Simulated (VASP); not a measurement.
Crystal: AlN.

```
CELL_PARAMETERS angstrom
0.00000 2.01887 1.95830
2.01887 0.00000 1.95830
2.01887 2.01887 0.00000
ATOMIC_POSITIONS crystal
Al 0.00000 0.00000 0.00000
N 0.50000 0.50000 0.50000
```

This cell differs from its parent crystal: uniaxial z strain -3.0%.

Base run:

* Program: VASP 6.6.1
* Functional: r2SCAN
* Potentials or basis: VASP PAW PBE potentials, release 64 (Al, N)
* Cutoff: 520 eV
* k mesh: 10 × 10 × 10
* Occupations: gaussian, width 0.01 eV
* Spin: no spin polarisation

Its results: band gap on the k mesh 5.59 eV, indirect (least direct gap 6.95 eV); pressure 8.6 GPa.

Task: The run is repeated on the same cell with these changes: functional from r2SCAN to PBE; k mesh from 10 × 10 × 10 to 6 × 6 × 6. What comes out?

Result: Band gap on the k mesh 4.69 eV, indirect (least direct gap 6.09 eV); pressure 15.6 GPa.

Several settings changed at once, so the effect can't be laid on one alone.

Caveats: some runs use coarse meshes; the PAW data sets were made with another functional, which shifts forces and pressure a little (some runs).

A k mesh can miss the band edges.
